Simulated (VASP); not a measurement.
## Be: electric field gradients with PBE

Be:

```
Be
1.0
    -1.27770    1.27770    1.27770
     1.27770   -1.27770    1.27770
     1.27770    1.27770   -1.27770
Be
1
Direct
  0.00000 0.00000 0.00000
```

This cell differs from its parent crystal: volume scaled by 1.06.

```json
{
  "Program": "VASP 6.6.1",
  "Task": "electric field gradients",
  "Functional": "PBE",
  "Potentials or basis": "VASP PAW PBE potentials, release 64 (Be)",
  "Cutoff": "520 eV",
  "k mesh": "23 × 23 × 23",
  "Occupations": "fermi-dirac, width 0.03 eV",
  "Spin": "no spin polarisation",
  "Dipole correction": "no",
  "Further INCAR settings": "ALGO = Normal; EDIFF = 1e-08; NBANDS = 7"
}
```

```
Pressure               : -7.2 GPa
Band gap on the k mesh : zero (band 1 reaches 10.81 eV, above the bottom of band 2 at 6.19 eV)
```

Levels at points of the mesh, in eV from the Fermi level:
```tsv
k point	band 1	band 2	band 3	band 4	band 5
(0.00, 0.00, 0.00)	-11.94	18.38	18.38	18.38	29.53
```

Wall time 24 s on 1 thread of AMD EPYC 7R13, with other jobs on the host, peak memory 0.09 GiB.

Caveat: without QUAD_EFG the Cq values of the log hold for a quadrupole moment of 1 mb, not for the nuclei.
